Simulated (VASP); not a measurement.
A run of VASP 6.6.1:

INCAR

```
PREC = Accurate ; ENCUT = 520
EDIFF = 1E-7 ; ISMEAR = 0
SIGMA = 0.15 ; LREAL = False
LASPH = True ; NELM = 100
ALGO = Normal ; ISIF = 2
LWAVE = False ; LCHARG = False
GGA = PS ; NBANDS = 12
```

Contents of KPOINTS:

```
Automatic mesh
0
Gamma
  24 24 24
```

Contents of POSCAR:

```
Cu
1.0
   -1.4211514202      1.4211514202      1.3347990065
    1.4211514202     -1.4211514202      1.3347990065
    1.4211514202      1.4211514202     -1.3347990065
Cu
1
Direct
    0.0000000000      0.0000000000      0.0000000000
```

Potentials or basis: VASP PAW PBE potentials, release 64 (Cu).

Launch:

```sh
$ cat potpaw_PBE.64/Cu/POTCAR > POTCAR
$ mpirun -np 1 vasp_std > vasp.out
```

Hardware: 1 thread of Intel(R) Xeon(R) 6975P-C (Granite Rapids), with other jobs on the host.

Problem. Estimate the wall time of this run.

Solution. Run time: 41 s on 1 thread of Intel(R) Xeon(R) 6975P-C (Granite Rapids), with other jobs on the host, peak memory 0.23 GiB. Counts: scf iterations 12, k points 1063.
